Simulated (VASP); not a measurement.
A run of VASP 6.6.1:

Contents of INCAR:

```
PREC = Accurate
ENCUT = 450
EDIFF = 1E-7
ISMEAR = 0
SIGMA = 0.1
LREAL = False
LASPH = True
NELM = 120
ALGO = Normal
ISIF = 2
LWAVE = False
LCHARG = False
LDIPOL = True
IDIPOL = 3
DIPOL = 0.5 0.5 0.354
GGA = PE
IBRION = 2
NSW = 36
EDIFFG = -0.025
GGA_COMPAT = False
NELMIN = 4
NELMDL = -8
```

The input KPOINTS:

```
regular mesh
0
Gamma
  10 10 1
```

Contents of POSCAR:

```
Ta3H
1.0
    2.8743098524      0.0000000000      0.0000000000
   -0.9581032841      2.7099253172      0.0000000000
    0.0000000000      0.0000000000     20.0266897040
Ta H
3 1
Selective dynamics
Direct
    0.5000000000      0.5000000000      0.1997334587  F F F
    0.0000000000      0.0000000000      0.3127671377  F F F
    0.5000000000      0.5000000000      0.4257663064  F F F
    0.8333333333      1.1666666667      0.4778049317  F F T
```

Potentials or basis: VASP PAW PBE potentials, release 64 (Ta_pv, H).

Launch:

```sh
$ cat potpaw_PBE.64/Ta_pv/POTCAR potpaw_PBE.64/H/POTCAR > POTCAR
$ mpirun -np 1 vasp_std > vasp.out
```

Hardware: 1 thread of Intel(R) Xeon(R) Platinum 8488C (Sapphire Rapids), on a shared host.

How long does it take, and how much memory?

Run time: 4.4 min on 1 thread of Intel(R) Xeon(R) Platinum 8488C (Sapphire Rapids), on a shared host, peak memory 0.26 GiB. Counts: scf iterations 69, k points 31, ion steps 4.
